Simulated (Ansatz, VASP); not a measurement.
**One calculation of Ti2Co, two programs**

```
Ti Co
1.0
     0.00000    3.63575    3.63575
     3.63575    0.00000    3.63575
     3.63575    3.63575    0.00000
Ti Co
4 2
Direct
  0.12500 0.12500 0.12500
  0.62500 0.12500 0.12500
  0.12500 0.12500 0.62500
  0.12500 0.62500 0.12500
  0.50000 0.50000 0.50000
  0.75000 0.75000 0.75000
```

Change from the starting cell: equal strain along all axes, cell held, atoms relaxed: +2.0 %.

Alike in both runs: task single point; functional r2SCAN; k mesh 10 × 10 × 10; occupations gaussian, width 0.1 eV; collinear spin.

|  | VASP | Ansatz |
| --- | --- | --- |
| version | VASP 6.6.1 | Ansatz 0.2.0 |
| potentials or method | VASP PAW PBE potentials, release 64 (Ti_sv, Co), cutoff 520 eV | scalar-relativistic, plane waves, PAW |
| valence electrons in the cell | 66 | 82 |

VASP gave:

```
gap on the k mesh at the Fermi level (eV)                     : none
pressure (GPa)                                                : -4.9
net moment per atom (μB)                                      : 0.83
size of the moment on the site where the two differ most (μB) : 0.42
```

Estimate Ansatz's values.

gap on the k mesh at the Fermi level (eV): none; pressure (GPa): -5.3; net moment per atom (μB): 0.84; size of the moment on the site where the two differ most (μB): 0.39.

VASP's potentials were made for PBE, not for r2SCAN. Site moments also hang on the region over which each program counts them. A gap of «none» marks a metal or a gap that the smearing closes. The functional is the same, so the differences come from potentials, cutoffs and numerics. VASP's potentials hold 66 valence electrons a cell and Ansatz's 82, so a difference there can come from the potentials and not from the codes. Ansatz's warnings: stability check not made.
